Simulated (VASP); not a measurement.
# H2C11: single point with PBE+D3(BJ)

System: H2C11, a slab with vacuum.

```xyz
26
Lattice="5.0302 0.0000 0.0000 0.0000 2.5151 0.0000 0.0000 0.0000 26.3505" Properties=species:S:1:pos:R:3 pbc="T T T"
H     1.2575    0.3267    8.5000
H     1.2575    2.1884    8.5000
H     3.7726    2.1884    8.5000
H     3.7726    0.3267    8.5000
C     1.2575    1.2575    9.1582
C     3.7726    1.2575    9.1582
C     2.5151    1.2575   10.0475
C     0.0000    1.2575   10.0475
C     2.5151    0.0000   10.9367
C     0.0000    0.0000   10.9367
C     3.7726    0.0000   11.8259
C     1.2575    0.0000   11.8259
C     3.7726    1.2575   12.7151
C     1.2575    1.2575   12.7151
C     0.0194    1.2575   13.6056
C     2.4957    1.2575   13.6056
C     0.0213    0.0000   14.4947
C     2.4938    0.0000   14.4947
C     1.2575    0.0000   15.4670
C     3.7726    0.0000   15.3107
C     1.2575    1.2575   16.4110
C     3.7726    1.2575   16.1461
C     2.6049    1.2575   17.2117
C    -0.0898    1.2575   17.2117
C     3.0817    0.0000   17.8951
C     4.4636    0.0000   17.8951
```

```json
{"Program": "VASP 6.6.1", "Task": "single point", "Functional": "PBE", "Dispersion": "D3(BJ)", "Potentials or basis": "VASP PAW PBE potentials, release 64 (H, C)", "Cutoff": "520 eV", "k mesh": "5 × 10 × 1", "Occupations": "gaussian, width 0.05 eV", "Spin": "no spin polarisation"}
```

```
Largest force              : 13.105 eV/Å
Band gap on the k mesh     : 0.62 eV (least direct gap 1.30 eV)
Dispersion energy per atom : -0.147 eV
```

Forces on the atoms (eV/Å):
```
H     0.000  13.093   0.561
H     0.000 -13.093   0.561
H     0.000 -13.093   0.561
H     0.000  13.093   0.561
C     0.000   0.000   0.122
C     0.000   0.000   0.113
C     0.012   0.000  -1.398
C    -0.012   0.000  -1.398
C    -0.026   0.000   0.118
C     0.026   0.000   0.118
C     0.000   0.000   0.069
C     0.000   0.000  -0.079
C     0.000   0.000   0.366
C     0.000   0.000  -0.330
C    -0.006   0.000   0.000
C     0.006   0.000   0.000
C     0.014   0.000  -0.011
C    -0.014   0.000  -0.011
C     0.000   0.000  -0.020
C     0.000   0.000  -0.015
C     0.000   0.000   0.017
C     0.000   0.000   0.015
C    -0.036   0.000  -0.006
C     0.036   0.000  -0.006
C    -0.048   0.000   0.046
C     0.048   0.000   0.046
```

Levels at points of the mesh, in eV from the valence-band top:
| k point | band 43 | band 44 | band 45 | band 46 | band 47 | band 48 | band 49 | band 50 |
| --- | --- | --- | --- | --- | --- | --- | --- | --- |
| (0.00, 0.00, 0.00) | -1.67 | -0.82 | -0.42 | 0.00 | 1.30 | 1.76 | 2.64 | 3.39 |
| (0.00, 0.50, 0.00) | -3.59 | -3.46 | -3.25 | -2.47 | 0.64 | 2.80 | 3.59 | 4.31 |

Run time: 18 min on 1 thread of Intel(R) Xeon(R) Platinum 8488C (Sapphire Rapids), on a shared host, peak memory 0.56 GiB.
